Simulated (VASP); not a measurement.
# C in VASP: single point with revPBE

Aim: the single point of C with revPBE.

Program: VASP 6.6.1. These are calculated values, not measurements. Logs are shortened: lines on timing, memory, paths and dates and some standing lists are left out, and cuts for length are marked.

## 1. The cell of the first run

The cell holds a atom, 1 atom: a = 14.000 Å, b = 14.400 Å, c = 14.800 Å, α = 90.00°, β = 90.00°, γ = 90.00°.

## 2. Single point, revPBE, collinear spin, ferromagnetic start

INCAR

```
SYSTEM = C
PREC = Accurate
ENCUT = 520
EDIFF = 1E-6
ISMEAR = -1
SIGMA = 0.01
LREAL = .FALSE.
LASPH = .TRUE.
NELM = 150
ALGO = Normal
ISIF = 2
LWAVE = .FALSE.
LCHARG = .TRUE.
ISPIN = 2
MAGMOM = 2
LORBIT = 11
GGA = RE
LELF = .TRUE.
LVHAR = .TRUE.
NBANDS = 12
ISYM = 0
```

KPOINTS

```
Automatic mesh
0
G
  1 1 1
  0 0 0
```

POSCAR

```
C
1.0
   14.0000000000      0.0000000000      0.0000000000
    0.0000000000     14.4000000000      0.0000000000
    0.0000000000      0.0000000000     14.8000000000
C
1
Direct
    0.5000000000      0.5000000000      0.5000000000
```

Potentials or basis: VASP PAW PBE potentials, release 64 (C).

On the command line:

```bash
cat potpaw_PBE.64/C/POTCAR > POTCAR
mpirun -np 1 vasp_gam > vasp.out
```

OUTCAR:

```text
SYSTEM = C
   PREC = Accurate
   ENCUT = 520
   EDIFF = 1E-6
   ISMEAR = -1
   LREAL = .FALSE.
   LASPH = .TRUE.
   NELM = 150
   ISIF = 2
   ISPIN = 2
   LORBIT = 11
   GGA = RE
   ISYM = 0

 ion  position               nearest neighbor table
   1  0.500  0.500  0.500-

IMPORTANT INFORMATION: All symmetrisations will be switched off!
NOSYMM: (Re-)initialisation of all symmetry stuff for point group C_1.

----------------------------------------------------------------------------------------

                                     Primitive cell

  volume of cell :    2983.6800

  direct lattice vectors                    reciprocal lattice vectors
    14.000000000  0.000000000  0.000000000     0.071428571  0.000000000  0.000000000
     0.000000000 14.400000000  0.000000000     0.000000000  0.069444444  0.000000000
     0.000000000  0.000000000 14.800000000     0.000000000  0.000000000  0.067567568

  length of vectors
    14.000000000 14.400000000 14.800000000     0.071428571  0.069444444  0.067567568

  position of ions in fractional coordinates (direct lattice)
     0.500000000  0.500000000  0.500000000

  ion indices of the primitive-cell ions
   primitive index   ion index
                 1           1

----------------------------------------------------------------------------------------

 KPOINTS: Automatic mesh

Automatic generation of k-mesh.
 Grid dimensions read from file:
 generate k-points for:    1    1    1

 Generating k-lattice:

  Cartesian coordinates                     Fractional coordinates (reciprocal lattice)
     0.071428571  0.000000000  0.000000000     1.000000000  0.000000000  0.000000000
     0.000000000  0.069444444  0.000000000     0.000000000  1.000000000  0.000000000
     0.000000000  0.000000000  0.067567568     0.000000000  0.000000000  1.000000000

  Length of vectors
     0.071428571  0.069444444  0.067567568

  Shift w.r.t. Gamma in fractional coordinates (k-lattice)
     0.000000000  0.000000000  0.000000000

 Subroutine IBZKPT returns following result:
 ===========================================

 Found      1 irreducible k-points:

 Following reciprocal coordinates:
            Coordinates               Weight
  0.000000  0.000000  0.000000      1.000000
   k-points           NKPTS =      1   k-points in BZ     NKDIM =      1   number of bands    NBANDS=     12
   number of dos      NEDOS =    301   number of ions     NIONS =      1
   total plane-waves  NPLWV = ******
   dimension x,y,z NGX =   108 NGY =  108 NGZ =  112
   dimension x,y,z NGXF=   216 NGYF=  216 NGZF=  224
   ions per type =               1
   NGX,Y,Z   is equivalent  to a cutoff of  12.82, 12.47, 12.58 a.u.
   NGXF,Y,Z  is equivalent  to a cutoff of  25.65, 24.94, 25.16 a.u.
 SYSTEM =  C
   PREC   = accura    normal or accurate (medium, high low for compatibility)
   ISTART =      0    job   : 0-new  1-cont  2-samecut
   ICHARG =      2    charge: 1-file 2-atom 10-const
   ISPIN  =      2    spin polarized calculation?
   LNONCOLLINEAR =      F non collinear calculations
   LSORBIT =      F    spin-orbit coupling
   LASPH  =      T    aspherical Exc in radial PAW
   ENCUT  =  520.0 eV  38.22 Ry    6.18 a.u.  26.03 26.77 27.52*2*pi/ulx,y,z
   NELM   =    150;   NELMIN=  2; NELMDL= -5     # of ELM steps
   EDIFF  = 0.1E-05   stopping-criterion for ELM
   LREAL  =      F    real-space projection
   EDIFFG = 0.1E-04   stopping-criterion for IOM
   NSW    =      0    number of steps for IOM
   IBRION =     -1    ionic relax: 0-MD 1-quasi-New 2-CG
   NFREE  =      0    steps in history (QN), initial steepest desc. (CG)
   ISIF   =      2    stress and relaxation
   ISYM   =      0    0-nonsym 1-usesym 2-fastsym
   POTIM  = 0.5000    time-step for ionic-motion
   TEBEG  =    0.0;   TEEND  =   0.0 temperature during run
   PSTRESS=    0.0 pullay stress
   NELECT =       4.0000    total number of electrons
   NUPDOWN=      -1.0000    fix difference up-down
   EMIN   =  10.00;   EMAX   =-10.00  energy-range for DOS
   EFERMI =   0.00;   METHOD = LEGACY
   ISMEAR =    -1;   SIGMA  =   0.01  broadening in eV -4-tet -1-fermi 0-gaus
   EFERMI_NEDOS =   21; number of points for ismear=-14 and -15
   IALGO  =     38    algorithm
   IMIX   =      4    mixing-type and parameters
     AMIX     =   0.40;   BMIX     =  1.00
     AMIX_MAG =   1.60;   BMIX_MAG =  1.00
  volume/ion in A,a.u.               =    2983.68     20134.87
  Fermi-wavevector in a.u.,A,eV,Ry     =   0.180514  0.341122  0.443350  0.032585
  Thomas-Fermi vector in A             =   0.905961
   LORBIT       =     11    0 simple, 1 ext, 2 COOP (PROOUT), +10 PAW based schemes
   GGA     = RE    functional components
   LHFCALC =     F    Hartree Fock is set to
   AEXX    =    0.0000 exact exchange contribution
   IVDW    =     0    specifies the selected vdW correction
   LEPSILON=     F    determine dielectric tensor
   LRPA    =     F    only Hartree local field effects (RPA)
 spin polarized calculation
  energy-cutoff  :      520.00
  volume of cell :     2983.68
 maximum number of plane-waves:     40220
 NGX is ok and might be reduce to   108
   NGX = 53   NGY = 53   NGZ = 55

 number of electron       4.0000000 magnetization       1.9999999

 Free energy of the ion-electron system (eV)
  ---------------------------------------------------
  ext. energy  EPLUGINS =         0.00000000
  ---------------------------------------------------
  free energy    TOTEN  =        -1.28252141 eV

  energy without entropy =       -1.26342599  energy(sigma->0) =       -1.27297370

 E-fermi :  -6.0145     XC(G=0):  -0.2231

 val. band max:       -6.0214496638   @ k =   0.0000   0.0000   0.0000
 cond. band min:      -3.5069092520   @ k =   0.0000   0.0000   0.0000
 fundamental gap:      2.5145404118
 Fermi energy:        -6.0145187304

 spin component 1

 k-point     1 :       0.0000    0.0000    0.0000
  band No.  band energies     occupation
      1     -14.6394      1.00000
      2      -6.0215      0.66668
      3      -6.0215      0.66667
      4      -6.0214      0.66665
      5      -0.4093      0.00000
      6       0.3095      0.00000
      7       0.4061      0.00000
      8       0.4320      0.00000
      9       0.4607      0.00000
     10       0.6225      0.00000
     11       0.6665      0.00000
     12       1.1008      0.00000
 Fermi energy:        -6.0145187304

 spin component 2

 k-point     1 :       0.0000    0.0000    0.0000
  band No.  band energies     occupation
      1     -11.8479      1.00000
      2      -3.5069      0.00000
      3      -3.5069      0.00000
      4      -3.5069      0.00000
      5      -0.0792      0.00000
      6       0.5389      0.00000
      7       0.6513      0.00000
      8       0.6875      0.00000
      9       0.6917      0.00000
     10       0.7271      0.00000
     11       0.7433      0.00000
     12       1.3414      0.00000

------------------------ aborting loop because EDIFF is reached ----------------------------------------

  FORCE on cell =-STRESS in cart. coord.  units (eV):
  Direction    XX          YY          ZZ          XY          YZ          ZX
  --------------------------------------------------------------------------------------
  -------------------------------------------------------------------------------------
  Total       -0.0069099     -0.0068668     -0.0068827      0.0000109     -0.0000061      0.0000008
  in kB       -0.0037105     -0.0036873     -0.0036959      0.0000058     -0.0000033      0.0000004
  external PRESSURE =      -0.0036979 kB  Pullay stress =       0.0000000 kB

 VOLUME and BASIS-vectors are now :
 -----------------------------------------------------------------------------
  energy-cutoff  :      520.00
  volume of cell :     2983.68
      direct lattice vectors                 reciprocal lattice vectors
    14.000000000  0.000000000  0.000000000     0.071428571  0.000000000  0.000000000
     0.000000000 14.400000000  0.000000000     0.000000000  0.069444444  0.000000000
     0.000000000  0.000000000 14.800000000     0.000000000  0.000000000  0.067567568

 POSITION                                       TOTAL-FORCE (eV/Angst)
 -----------------------------------------------------------------------------------
      7.00000      7.20000      7.40000        -0.000001      0.000001      0.000000
 -----------------------------------------------------------------------------------
    total drift:                               -0.000001      0.000001      0.000000

  FREE ENERGIE OF THE ION-ELECTRON SYSTEM (eV)
  ---------------------------------------------------
  free  energy   TOTEN  =        -1.2825214125 eV

  energy  without entropy=       -1.2634259875  energy(sigma->0) =       -1.27297370

 total charge

# of ion       s       p       d       tot
------------------------------------------
    1        1.054   0.952   0.000   2.006

 magnetization (x)

# of ion       s       p       d       tot
------------------------------------------
    1        0.034   0.952   0.000   0.986
```

It took 5.2 min on 1 thread of Intel Xeon 6975P-C (Granite Rapids), shared host; peak memory 2.7 GiB.

Results:

```
Free energy                                           : -1.2825 eV
Pressure                                              : 0.0 GPa
Band gap on the k mesh                                : zero (filled and empty bands touch)
Net moment                                            : 2.00 μB per cell
Site moments                                          : C +0.99 μB
Valence electrons inside the program's atomic spheres : C 2.01
```

Levels at points of the mesh, in eV from the Fermi level:
Spin up:
```
           k point  band 2  band 3  band 4  band 5  band 6  band 7
(0.00, 0.00, 0.00)   -0.01   -0.01   -0.01    5.61    6.32    6.42
```
Spin down:
| k point | band 1 | band 2 | band 3 | band 4 | band 5 | band 6 |
| --- | --- | --- | --- | --- | --- | --- |
| (0.00, 0.00, 0.00) | -5.83 | 2.51 | 2.51 | 2.51 | 5.94 | 6.55 |

Caveat: the PAW data sets were made with another functional, which shifts forces and pressure a little.
